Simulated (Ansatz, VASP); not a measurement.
## Ag: VASP beside Ansatz

File INCAR:

```
PREC = Accurate
ENCUT = 500
EDIFF = 1E-6
ISMEAR = 0
SIGMA = 0.1
LREAL = False
LASPH = True
NELM = 120
ALGO = Normal
ISIF = 2
LWAVE = False
LCHARG = False
GGA = PS
NBANDS = 18
GGA_COMPAT = False
```

File KPOINTS:

```
regular mesh
0
Gamma
  6 6 4
```

Contents of POSCAR:

```
Ag
1.0
    2.9486789559     -0.0191151419     -0.0282775300
   -0.0327152015      2.9181415885     -0.0107481858
   -1.2331274363     -1.2378185041      5.0814651347
Ag
2
Direct
    0.3619400854      0.3318950546      0.7245030677
    0.6380599146      0.6681049454      0.2754969323
```

Input for Ansatz:

```yaml
crystal:
  lattice:
    - [2.9486789559, -0.0191151419, -0.02827753]
    - [-0.0327152015, 2.9181415885, -0.0107481858]
    - [-1.2331274363, -1.2378185041, 5.0814651347]
  atoms:
    - { symbol: Ag, position: [0.3619400854, 0.3318950546, 0.7245030677] }
    - { symbol: Ag, position: [0.6380599146, 0.6681049454, 0.2754969323] }
basis:
  ecutwfc: 420
kpoints:
  mp_grid: { grid: [6, 6, 4] }
hamiltonian:
  xc: pbesol
scf:
  occupations: { method: gaussian, width: 0.1 }
output:
  forces: true
  stress: true
  eigenvalues: true
```

Alike in both runs: task single point; functional PBEsol; k mesh 6 × 6 × 4; occupations gaussian, width 0.1 eV; no spin polarisation.

```csv
,VASP,Ansatz
version,VASP 6.6.1,Ansatz 0.2.0
potentials or method,"VASP PAW PBE potentials, release 64 (Ag), cutoff 500 eV","scalar-relativistic, plane waves, PAW"
valence electrons in the cell,22,38
```

VASP gave:

- gap on the k mesh at the Fermi level (eV): none
- pressure (GPa): -11.1
- traceless stress, the component that is largest in VASP (GPa): 1.90
- rms of the force components (eV/Å): 0.160

Q: Which values does Ansatz return?

A: gap on the k mesh at the Fermi level (eV): none; pressure (GPa): -11.1; traceless stress, the component that is largest in VASP (GPa): 1.91; rms of the force components (eV/Å): 0.160.

VASP's potentials were made for PBE, not for PBEsol. Atom by atom the forces differ by 0.000 eV/Å (rms over components). A gap of «none» marks a metal or a gap that the smearing closes. VASP's potentials hold 22 valence electrons a cell and Ansatz's 38, so a difference there can come from the potentials and not from the codes.

The k mesh is coarse, so the values compare programs but aren't converged.
